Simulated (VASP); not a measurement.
# GaP in VASP: notebook, part 2 of 2

VASP 6.6.1. The steps go on from the part before.

### 3 Electric field gradients, PBEsol (zz strain of -1 %)

Contents of INCAR:

```
SYSTEM = GaP
PREC = Accurate
ENCUT = 400
EDIFF = 1E-8
ISMEAR = -1
SIGMA = 0.08
LREAL = .FALSE.
LASPH = .TRUE.
NELM = 120
ALGO = Normal
ISIF = 2
LWAVE = .FALSE.
LCHARG = .FALSE.
GGA = PS
LEFG = .TRUE.
NBANDS = 16
GGA_COMPAT = .FALSE.
```

Contents of KPOINTS:

```
Automatic mesh
0
G
  12 12 12
  0 0 0
```

Contents of POSCAR:

```
GaP
1.0
    0.0000000000      2.7252500000      2.6979975000
    2.7252500000      0.0000000000      2.6979975000
    2.7252500000      2.7252500000      0.0000000000
Ga P
1 1
Direct
    0.0000000000      0.0000000000      0.0000000000
    0.7500000000      0.7500000000      0.7500000000
```

Potentials or basis: VASP PAW PBE potentials, release 64 (Ga_d, P).

The run is started by

```bash
$ cat potpaw_PBE.64/Ga_d/POTCAR potpaw_PBE.64/P/POTCAR > POTCAR
$ mpirun -np 1 vasp_std > vasp.out
```

OUTCAR:

```text
SYSTEM = GaP
   PREC = Accurate
   ENCUT = 400
   EDIFF = 1E-8
   ISMEAR = -1
   LREAL = .FALSE.
   LASPH = .TRUE.
   NELM = 120
   ISIF = 2
   GGA = PS

 ion  position               nearest neighbor table
   1  0.000  0.000  0.000-   2 2.35   2 2.35   2 2.35   2 2.35
   2  0.750  0.750  0.750-   1 2.35   1 2.35   1 2.35   1 2.35

  LATTYP: Found a body centered tetragonal cell.
 ALAT       =     3.8540855109
 C/A-ratio  =     1.4000714267

  Lattice vectors:

 A1 = (   0.0000000000,  -2.7252500000,  -2.6979975000)
 A2 = (   0.0000000000,   2.7252500000,  -2.6979975000)
 A3 = (   2.7252500000,   0.0000000000,   2.6979975000)

Analysis of symmetry for initial positions (statically):
=====================================================================
 Subroutine PRICEL returns:
 Original cell was already a primitive cell.

 Routine SETGRP: Setting up the symmetry group for a
[... 646 lines left out ...]
  volume of cell :       40.08
      direct lattice vectors                 reciprocal lattice vectors
     0.000000000  2.725250000  2.697997500    -0.183469406  0.183469406  0.185322633
     2.725250000  0.000000000  2.697997500     0.183469406 -0.183469406  0.185322633
     2.725250000  2.725250000  0.000000000     0.183469406  0.183469406 -0.185322633

 POSITION                                       TOTAL-FORCE (eV/Angst)
 -----------------------------------------------------------------------------------
      0.00000      0.00000      0.00000        -0.000000     -0.000000     -0.000000
      4.08788      4.08788      4.04700         0.000000      0.000000      0.000000
 -----------------------------------------------------------------------------------
    total drift:                               -0.000001     -0.000001     -0.000001

  FREE ENERGIE OF THE ION-ELECTRON SYSTEM (eV)
  ---------------------------------------------------
  free  energy   TOTEN  =        -9.9218382547 eV

  energy  without entropy=       -9.9218353030  energy(sigma->0) =       -9.92183678

 Electric field gradients (V/A^2)
---------------------------------------------------------------------
 ion       V_xx      V_yy      V_zz      V_xy      V_xz      V_yz
---------------------------------------------------------------------
   1      -0.870    -0.870     1.740     0.002     0.002     0.002
   2       0.582     0.582    -1.164     0.000     0.000     0.000
---------------------------------------------------------------------

 Electric field gradients after diagonalization (V/A^2)
 (convention: |V_zz| > |V_xx| > |V_yy|)
----------------------------------------------------------------------
 ion       V_xx      V_yy      V_zz     asymmetry (V_yy - V_xx)/ V_zz
----------------------------------------------------------------------
   1      -0.872    -0.869     1.740       0.002
   2       0.582     0.582    -1.164       0.000
----------------------------------------------------------------------

           NMR quadrupolar parameters

 Cq : quadrupolar parameter    Cq=e*Q*V_zz/h
 eta: asymmetry parameters     (V_yy - V_xx)/ V_zz
 Q  : nuclear electric quadrupole moment in mb (millibarn)
----------------------------------------------------------------------
 ion       Cq(MHz)       eta       Q (mb)
----------------------------------------------------------------------
   1       0.004       0.002       1.000
   2      -0.003       0.000       1.000
----------------------------------------------------------------------
```

OSZICAR:

```text
N       E                     dE             d eps       ncg     rms          rms(c)
DAV:   1     0.720370284990E+02    0.72037E+02   -0.79084E+03  5416   0.140E+03
DAV:   2    -0.473268210125E+01   -0.76770E+02   -0.73341E+02  6016   0.276E+02
DAV:   3    -0.101270647388E+02   -0.53944E+01   -0.53795E+01  6560   0.604E+01
DAV:   4    -0.102078120424E+02   -0.80747E-01   -0.80731E-01  6584   0.801E+00
DAV:   5    -0.102094365753E+02   -0.16245E-02   -0.16245E-02  6632   0.986E-01    0.416E+00
DAV:   6    -0.996320259151E+01    0.24623E+00   -0.35204E-01  8152   0.114E+01    0.265E+00
DAV:   7    -0.992444192466E+01    0.38761E-01   -0.81389E-02  7336   0.219E+00    0.994E-01
DAV:   8    -0.992164381050E+01    0.27981E-02   -0.11971E-02  6176   0.126E+00    0.181E-01
DAV:   9    -0.992178955620E+01   -0.14575E-03   -0.10141E-03  7560   0.424E-01    0.640E-02
DAV:  10    -0.992181207828E+01   -0.22522E-04   -0.59522E-05  7856   0.814E-02    0.279E-02
DAV:  11    -0.992183823094E+01   -0.26153E-04   -0.26684E-05  6192   0.515E-02    0.623E-03
DAV:  12    -0.992183813534E+01    0.95607E-07   -0.99628E-07  6528   0.106E-02    0.435E-03
DAV:  13    -0.992183826049E+01   -0.12515E-06   -0.33206E-07  6920   0.452E-03    0.144E-03
DAV:  14    -0.992183825475E+01    0.57439E-08   -0.52161E-09  5120   0.695E-04
   1 F= -.99218383E+01 E0= -.99218368E+01  d E =-.295179E-05
```

stdout:

```text
POSCAR found type information on POSCAR GaP
 POSCAR found :  2 types and       2 ions
 scaLAPACK will be used
 -----------------------------------------------------------------------------
|                                                                             |
|                                                                             |
|     You enforced a specific xc type in the INCAR file but a different       |
|     I HOPE YOU KNOW WHAT YOU ARE DOING!                                     |
|                                                                             |
 -----------------------------------------------------------------------------

 LDA part: xc-table for (Slater+PW92), standard interpolation
 POSCAR, INCAR and KPOINTS ok, starting setup
 FFT: planning ... GRIDC
 FFT: planning ... GRID_SOFT
 FFT: planning ... GRID
 WAVECAR not read
 entering main loop
ion   1

ion   2
```

It took 2.7 min on 1 thread of AMD EPYC 7R13, shared host; peak memory 0.18 GiB.

Results:

- Free energy: -9.9218 eV
- Pressure: 0.0 GPa
- Band gap on the k mesh: 1.36 eV, indirect (least direct gap 1.79 eV)

Levels at points of the mesh, in eV from the valence-band top:
```tsv
k point	band 5	band 6	band 7	band 8	band 9	band 10	band 11	band 12	band 13	band 14
(0.00, 0.00, 0.00)	-14.49	-12.64	-0.06	-0.06	0.00	1.80	3.77	3.80	3.80	8.57
(0.50, 0.00, 0.00)	-14.48	-10.51	-6.79	-1.22	-1.14	1.58	4.57	4.65	8.07	10.77
(0.50, 0.50, 0.00)	-14.46	-9.56	-6.85	-2.83	-2.83	1.41	1.60	10.58	10.58	11.20
(0.50, 0.00, 0.50)	-14.47	-9.60	-6.91	-2.76	-2.76	1.48	1.70	10.58	10.58	11.10
```

Electric field gradients, principal values (V/Å²):
| atom | least | middle | greatest (by size) |
| --- | --- | --- | --- |
| 1 Ga | -0.869 | -0.872 | 1.740 |
| 2 P | 0.582 | 0.582 | -1.164 |

Caveat: the cell differs from its parent crystal (zz strain of -1 %); without QUAD_EFG the Cq values of the log hold for a quadrupole moment of 1 mb, not for the nuclei; the PAW data sets were made with another functional, which shifts forces and pressure a little. A k mesh can miss the band edges.
